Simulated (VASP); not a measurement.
Runs of VASP 6.6.1 on SrCl2. The structure is that of space group R-3m (No. 166), or close to it. The cells are those of the table. 

```csv
cell,gap on the mesh (eV),pressure (GPa),largest force (eV/Å)
"a = 5.661 Å, angles 45.7°, 3 atoms",5.53,(b),0.43
"a = 5.064 Å, angles 56.6°, 3 atoms",5.36,1.4,0.17
"a = 6.776 Å, angles 33.6°, 3 atoms",5.28,7.8,0.52
"a = 4.817 Å, angles 63.2°, 3 atoms",5.35,1.5,0.29
"a = 5.275 Å, angles 52.2°, 3 atoms",(a),2.5,0.29
"a = 6.209 Å, angles 38.9°, 3 atoms",5.48,6.7,0.57
"a = 4.391 Å, 3 atoms",0.32,58.6,24.62
"a = 4.521 Å, angles 75.3°, 3 atoms",5.02,11.3,4.07
```

Alike in all rows: task single point; level PBE; potentials or basis VASP PAW PBE potentials, release 64 (Sr_sv, Cl); no spin polarisation; k mesh 6 × 6 × 6; cutoff (eV) 520; smearing gaussian 0.05 eV.

Question: Estimate the missing entries.

Answer: (a) 5.43; (b) 4.6.

Caveats: forces of over 1 eV/Å act on the atoms, so gaps and moduli don't describe the material at rest (some runs).

A k mesh can miss the band edges, and the runs leave out spin-orbit coupling on Sr.
